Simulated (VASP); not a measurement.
Wanted: the native input for a VASP 6.6.1 run.

* Task: single point
* Functional: PBE
* Potentials or basis: VASP PAW PBE potentials, release 64 (Pb_d, S)
* Cutoff: 520 eV
* k mesh: 6 × 6 × 4
* Occupations: gaussian, width 0.01 eV
* Spin: no spin polarisation
* Dipole correction: no
* Further INCAR settings: ALGO = Normal; EDIFF = 1e-07; NBANDS = 28

The structure of PbS lies in POSCAR:

```
PbS
1.0
    4.9744509818      0.0000000000      0.0000000000
   -2.4872254909      4.3080009201      0.0000000000
    0.0000000000      0.0000000000      5.9780318692
Pb S
2 2
Direct
    0.3333333333      0.6666666667     -0.0640864668
    0.6666666667      0.3333333333      0.4359135332
    0.3333333333      0.6666666667      0.4390864668
    0.6666666667      0.3333333333      0.9390864668
```

This cell differs from its parent crystal: volume changed by -3%.

These files were run (other wordings do the same):

INCAR

```
SYSTEM = PbS
PREC = Accurate
ENCUT = 520
EDIFF = 1E-7
ISMEAR = 0
SIGMA = 0.01
LREAL = .FALSE.
LASPH = .TRUE.
NELM = 60
ALGO = Normal
ISIF = 2
LWAVE = .FALSE.
LCHARG = .TRUE.
GGA = PE
LELF = .TRUE.
LVHAR = .TRUE.
NBANDS = 28
```

KPOINTS

```
regular mesh
0
G
  6 6 4
  0 0 0
```

Potentials or basis: VASP PAW PBE potentials, release 64 (Pb_d, S).

The run is started by

```sh
$ cat potpaw_PBE.64/Pb_d/POTCAR potpaw_PBE.64/S/POTCAR > POTCAR
$ mpirun -np 1 vasp_std > vasp.out
```

It gave:

The pressure is 1.3 GPa, the largest force is 0.006 eV/Å and the band gap on the k mesh is 1.41 eV, direct.

Caveat: spin-orbit coupling is left out, which moves the levels of the heavy elements.

Wall time 42 s on 1 thread of Intel(R) Xeon(R) 6975P-C (Granite Rapids), with other jobs on the host, peak memory 0.28 GiB.
